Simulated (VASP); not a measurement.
# Mo6H in VASP: a series of runs

Runs on Mo6H. Level: PBE. Tasks: single point.

Program: VASP 6.6.1. These are calculated values, not measurements. Logs are shortened: lines on timing, memory, paths and dates and some standing lists are left out, and cuts for length are marked.

### 1 The cell of the first run

The cell holds a slab with vacuum, 7 atoms: a = 4.470 Å, b = 4.470 Å, c = 19.760 Å, α = 90.00°, β = 90.00°, γ = 120.00°.

### 2 Single point, PBE

Input file INCAR:

```
ALGO = Normal
DIPOL = 0.5 0.5 0.335
EDIFF = 1E-7
ENCUT = 520
GGA = PE
IDIPOL = 3
ISIF = 2
ISMEAR = 0
LASPH = T
LCHARG = F
LDIPOL = T
LREAL = F
LWAVE = F
NBANDS = 52
NELM = 80
PREC = Accurate
SIGMA = 0.1
```

Input file KPOINTS:

```
k-points
0
Gamma
  6 6 1
```

Input file POSCAR:

```
Mo6H
1.0
    4.4695765307      0.0000000000      0.0000000000
   -2.2347882654      3.8707668198      0.0000000000
    0.0000000000      0.0000000000     19.7595667350
Mo H
6 1
Direct
    0.6666666667      0.3333333333      0.2024335884
    0.3333333334      0.6666666667      0.2486060831
    0.0000000000      0.0000000000      0.2947785777
    0.6666666667      0.3333333333      0.3368821116
    0.3333333334      0.6666666667      0.3779725564
    0.0000000000      0.0000000000      0.4180034333
    0.2222222222      0.4444444444      0.4633034880
```

Potentials or basis: VASP PAW PBE potentials, release 64 (Mo_sv, H).

On the command line:

```sh
> cat potpaw_PBE.64/Mo_sv/POTCAR potpaw_PBE.64/H/POTCAR > POTCAR
> mpirun -np 1 vasp_std > vasp.out
```

OUTCAR:

```text
EDIFF = 1E-7
   ENCUT = 520
   GGA = PE
   ISIF = 2
   ISMEAR = 0
   LASPH = T
   LREAL = F
   NELM = 80
   PREC = Accurate

 ion  position               nearest neighbor table
   1  0.667  0.333  0.202-   4 2.66   2 2.74   2 2.74   2 2.74   3 3.16   3 3.16   3 3.16
   2  0.333  0.667  0.249-   5 2.56   3 2.74   3 2.74   3 2.74   1 2.74   1 2.74   1 2.74   4 3.11
                             4 3.11   4 3.11
   3  0.000  0.000  0.295-   6 2.43   4 2.71   4 2.71   4 2.71   2 2.74   2 2.74   2 2.74   5 3.06
                             5 3.06   5 3.06   1 3.16   1 3.16   1 3.16
   4  0.667  0.333  0.337-   1 2.66   5 2.71   5 2.71   5 2.71   3 2.71   3 2.71   3 2.71   6 3.04
                             6 3.04   6 3.04   2 3.11   2 3.11   2 3.11
   5  0.333  0.667  0.378-   7 1.89   2 2.56   6 2.70   6 2.70   6 2.70   4 2.71   4 2.71   4 2.71
                             3 3.06   3 3.06   3 3.06
   6  0.000  0.000  0.418-   7 1.94   3 2.43   5 2.70   5 2.70   5 2.70   4 3.04   4 3.04   4 3.04

   7  0.222  0.444  0.463-   5 1.89   6 1.94

  LATTYP: Found a hexagonal cell.
 ALAT       =     4.4695765307
 C/A-ratio  =     4.4209035463

  Lattice vectors:

 A1 = (   4.4695765307,   0.0000000000,   0.0000000000)
 A2 = (  -2.2347882654,   3.8707668198,   0.0000000000)
 A3 = (   0.0000000000,   0.0000000000,  19.7595667350)

Analysis of symmetry for initial positions (statically):
=====================================================================
 Subroutine PRICEL returns:
 Original cell was already a primitive cell.

 Routine SETGRP: Setting up the symmetry group for a
 hexagonal supercell.

 Subroutine GETGRP returns: Found  2 space group operations
 (whereof  2 operations were pure point group operations)
 out of a pool of 24 trial point group operations.

The static configuration has the point symmetry C_1h.

Analysis of symmetry for dynamics (positions and initial velocities):
=====================================================================
 Subroutine PRICEL returns:
 Original cell was already a primitive cell.

 Routine SETGRP: Setting up the symmetry group for a
 hexagonal supercell.

 Subroutine GETGRP returns: Found  2 space group operations
 (whereof  2 operations were pure point group operations)
 out of a pool of 24 trial point group operations.

The dynamic configuration has the point symmetry C_1h.

 Subroutine INISYM returns: Found  2 space group operations
 (whereof  2 operations are pure point group operations),
 and found     1 'primitive' translations

----------------------------------------------------------------------------------------

                                     Primitive cell

  volume of cell :     341.8541

  direct lattice vectors                    reciprocal lattice vectors
     4.469576531  0.000000000  0.000000000     0.223734842  0.129173371  0.000000000
    -2.234788265  3.870766820  0.000000000     0.000000000  0.258346743  0.000000000
     0.000000000  0.000000000 19.759566735     0.000000000  0.000000000  0.050608397

  length of vectors
     4.469576531  4.469576531 19.759566735     0.258346743  0.258346743  0.050608397

  position of ions in fractional coordinates (direct lattice)
     0.666666667  0.333333333  0.202433588
     0.333333333  0.666666667  0.248606083
     0.000000000  0.000000000  0.294778578
     0.666666667  0.333333333  0.336882112
     0.333333333  0.666666667  0.377972556
     0.000000000  0.000000000  0.418003433
     0.222222222  0.444444444  0.463303488

  ion indices of the primitive-cell ions
   primitive index   ion index
                 1           1
                 2           2
                 3           3
                 4           4
                 5           5
                 6           6
                 7           7

----------------------------------------------------------------------------------------

 KPOINTS: k-points

Automatic generation of k-mesh.
 Grid dimensions read from file:
 generate k-points for:    6    6    1

 Generating k-lattice:

  Cartesian coordinates                     Fractional coordinates (reciprocal lattice)
     0.037289140  0.021528895  0.000000000     0.166666667  0.000000000  0.000000000
     0.000000000  0.043057790  0.000000000     0.000000000  0.166666667  0.000000000
     0.000000000  0.000000000  0.050608397     0.000000000  0.000000000  1.000000000

  Length of vectors
     0.043057790  0.043057790  0.050608397

  Shift w.r.t. Gamma in fractional coordinates (k-lattice)
     0.000000000  0.000000000  0.000000000

 Subroutine IBZKPT returns following result:
 ===========================================

 Found     13 irreducible k-points:

 Following reciprocal coordinates:
            Coordinates               Weight
  0.000000  0.000000  0.000000      1.000000
  0.166667 -0.000000  0.000000      4.000000
  0.000000  0.166667  0.000000      2.000000
  0.333333  0.000000  0.000000      4.000000
  0.000000  0.333333  0.000000      2.000000
  0.500000 -0.000000  0.000000      2.000000
  0.000000  0.500000  0.000000      1.000000
  0.166667  0.166667  0.000000      4.000000
 -0.333333  0.166667  0.000000      2.000000
  0.333333  0.166667  0.000000      4.000000
 -0.166667  0.500000  0.000000      4.000000
  0.500000  0.333333  0.000000      4.000000
  0.333333  0.333333  0.000000      2.000000
   k-points           NKPTS =     13   k-points in BZ     NKDIM =     13   number of bands    NBANDS=     52
   number of dos      NEDOS =    301   number of ions     NIONS =      7
   total plane-waves  NPLWV = 194400
   dimension x,y,z NGX =    36 NGY =   36 NGZ =  150
   dimension x,y,z NGXF=    72 NGYF=   72 NGZF=  300
   ions per type =               6   1
   NGX,Y,Z   is equivalent  to a cutoff of  13.39, 13.39, 12.62 a.u.
   NGXF,Y,Z  is equivalent  to a cutoff of  26.78, 26.78, 25.24 a.u.
 SYSTEM =  unknown system
   PREC   = accura    normal or accurate (medium, high low for compatibility)
   ISTART =      0    job   : 0-new  1-cont  2-samecut
   ICHARG =      2    charge: 1-file 2-atom 10-const
   ISPIN  =      1    spin polarized calculation?
   LNONCOLLINEAR =      F non collinear calculations
   LSORBIT =      F    spin-orbit coupling
   LASPH  =      T    aspherical Exc in radial PAW
   ENCUT  =  520.0 eV  38.22 Ry    6.18 a.u.   8.31  8.31 36.74*2*pi/ulx,y,z
   NELM   =     80;   NELMIN=  2; NELMDL= -5     # of ELM steps
   EDIFF  = 0.1E-06   stopping-criterion for ELM
   LREAL  =      F    real-space projection
   EDIFFG = 0.1E-05   stopping-criterion for IOM
   NSW    =      0    number of steps for IOM
   IBRION =     -1    ionic relax: 0-MD 1-quasi-New 2-CG
   NFREE  =      0    steps in history (QN), initial steepest desc. (CG)
   ISIF   =      2    stress and relaxation
   ISYM   =      2    0-nonsym 1-usesym 2-fastsym
   POTIM  = 0.5000    time-step for ionic-motion
   TEBEG  =    0.0;   TEEND  =   0.0 temperature during run
   PSTRESS=    0.0 pullay stress
   NELECT =      85.0000    total number of electrons
   NUPDOWN=      -1.0000    fix difference up-down
   EMIN   =  10.00;   EMAX   =-10.00  energy-range for DOS
   EFERMI =   0.00;   METHOD = LEGACY
   ISMEAR =     0;   SIGMA  =   0.10  broadening in eV -4-tet -1-fermi 0-gaus
   EFERMI_NEDOS =   21; number of points for ismear=-14 and -15
   IALGO  =     38    algorithm
   IMIX   =      4    mixing-type and parameters
     AMIX     =   0.40;   BMIX     =  1.00
     AMIX_MAG =   1.60;   BMIX_MAG =  1.00
  volume/ion in A,a.u.               =      48.84       329.56
  Fermi-wavevector in a.u.,A,eV,Ry     =   1.029440  1.945359 14.418718  1.059746
  Thomas-Fermi vector in A             =   2.163487
   LORBIT       =      0    0 simple, 1 ext, 2 COOP (PROOUT), +10 PAW based schemes
   GGA     = PE    functional components
   LHFCALC =     F    Hartree Fock is set to
   AEXX    =    0.0000 exact exchange contribution
   IVDW    =     0    specifies the selected vdW correction
   LEPSILON=     F    determine dielectric tensor
   LRPA    =     F    only Hartree local field effects (RPA)
 non-spin polarized calculation
 Gauss-broadening in eV      SIGMA  =   0.10
  energy-cutoff  :      520.00
  volume of cell :      341.85
 maximum number of plane-waves:      9223
 NGX is ok and might be reduce to    36
   NGX = 17   NGY = 17   NGZ = 73

 dipolmoment           0.000000      0.000000     -0.528775 electrons x Angstroem

 number of electron      85.0000006 magnetization

 dipolmoment           0.000000      0.000000      0.036015 electrons x Angstroem

 Free energy of the ion-electron system (eV)
  ---------------------------------------------------
  ext. energy  EPLUGINS =         0.00000000
  ---------------------------------------------------
  free energy    TOTEN  =       -62.74500600 eV

  energy without entropy =      -62.70025333  energy(sigma->0) =      -62.72262967

 E-fermi :   0.7113     XC(G=0):  -4.8720

 val. band max:        0.7080938539   @ k =  -0.1667   0.5000   0.0000
 cond. band min:       0.7127615324   @ k =   0.0000   0.3333   0.0000
 fundamental gap:      0.0046676785
 Fermi energy:         0.7112998193

 k-point     1 :       0.0000    0.0000    0.0000
  band No.  band energies     occupation
      1     -60.4157      2.00000
      2     -60.1763      2.00000
      3     -60.1299      2.00000
      4     -60.1062      2.00000
      5     -59.9860      2.00000
      6     -59.9165      2.00000
[... 44 lines left out ...]
     51       2.8132      0.00000
     52       2.8430      0.00000

 k-point     2 :       0.1667   -0.0000    0.0000
  band No.  band energies     occupation
      1     -60.3947      2.00000
      2     -60.1785      2.00000
      3     -60.1338      2.00000
      4     -60.1033      2.00000
      5     -59.9927      2.00000
      6     -59.9287      2.00000
[... 44 lines left out ...]
     51       2.7510      0.00000
     52       2.9231      0.00000

 k-point     3 :       0.0000    0.1667    0.0000
  band No.  band energies     occupation
      1     -60.3947      2.00000
      2     -60.1785      2.00000
      3     -60.1338      2.00000
      4     -60.1033      2.00000
      5     -59.9927      2.00000
      6     -59.9287      2.00000
[... 44 lines left out ...]
     51       2.7503      0.00000
     52       2.8465      0.00000
[... 441 lines left out ...]
 k-point    12 :       0.5000    0.3333    0.0000
  band No.  band energies     occupation
      1     -60.3013      2.00000
      2     -60.2150      2.00000
      3     -60.1603      2.00000
      4     -60.0648      2.00000
      5     -60.0176      2.00000
      6     -59.9758      2.00000
[... 44 lines left out ...]
     51       2.4325      0.00000
     52       2.7034      0.00000

 k-point    13 :       0.3333    0.3333    0.0000
  band No.  band energies     occupation
      1     -60.2770      2.00000
      2     -60.2117      2.00000
      3     -60.1849      2.00000
      4     -60.0427      2.00000
      5     -60.0324      2.00000
      6     -59.9867      2.00000
[... 44 lines left out ...]
     51       2.3108      0.00000
     52       2.6786      0.00000

------------------------ aborting loop because EDIFF is reached ----------------------------------------

 vacuum level on the upper side and lower side of the slab       (xc-potential included)         0.097        -0.307

  FORCE on cell =-STRESS in cart. coord.  units (eV):
  Direction    XX          YY          ZZ          XY          YZ          ZX
  --------------------------------------------------------------------------------------
  -------------------------------------------------------------------------------------
  Total       -4.8735413     -4.2982427     -1.0295383      0.0000000      0.6289470     -0.0000000
  in kB      -22.8409638    -20.1446956     -4.8251664      0.0000000      2.9477035     -0.0000000
  external PRESSURE =     -15.9369419 kB  Pullay stress =       0.0000000 kB

 VOLUME and BASIS-vectors are now :
 -----------------------------------------------------------------------------
  energy-cutoff  :      520.00
  volume of cell :      341.85
      direct lattice vectors                 reciprocal lattice vectors
     4.469576531  0.000000000  0.000000000     0.223734842  0.129173371  0.000000000
    -2.234788265  3.870766820  0.000000000     0.000000000  0.258346743  0.000000000
     0.000000000  0.000000000 19.759566735     0.000000000  0.000000000  0.050608397

 POSITION                                       TOTAL-FORCE (eV/Angst)
 -----------------------------------------------------------------------------------
      2.23479      1.29026      4.00000        -0.000000      0.068271      1.777716
      0.00000      2.58051      4.91235         0.000000     -0.002082     -0.949217
      0.00000      0.00000      5.82470         0.000000     -0.068849     -1.197100
      2.23479      1.29026      6.65664         0.000000     -0.362237     -0.642738
      0.00000      2.58051      7.46857         0.000000     -0.213044      0.685721
      0.00000      0.00000      8.25957        -0.000000      0.582052      0.317437
     -0.00000      1.72034      9.15468         0.000000     -0.004111      0.008181
 -----------------------------------------------------------------------------------
    total drift:                               -0.000002      0.000012     -0.000396

  FREE ENERGIE OF THE ION-ELECTRON SYSTEM (eV)
  ---------------------------------------------------
  free  energy   TOTEN  =       -62.7450060028 eV

  energy  without entropy=      -62.7002533349  energy(sigma->0) =      -62.72262967

 vacuum level on the upper side and lower side of the slab         4.682         4.265
```

Run time: 3.8 min. Hardware: 1 thread of Intel Xeon 6975P-C (Granite Rapids), shared host; peak memory 0.54 GiB.

Results:

* Free energy: -62.7450 eV
* Largest force: 1.779 eV/Å
* Band gap on the k mesh: zero (an odd number of electrons rules out a gap without spin polarisation)

Forces in eV/Å, atoms in the order of the input:
```
Mo   0.000  0.068  1.778
Mo   0.000 -0.002 -0.949
Mo   0.000 -0.069 -1.197
Mo   0.000 -0.362 -0.643
Mo   0.000 -0.213  0.686
Mo   0.000  0.582  0.317
H    0.000 -0.004  0.008
```

(Continued in part 2 of 3.)

The gap in the log of VASP goes by the Fermi energy; the results here count the filled bands.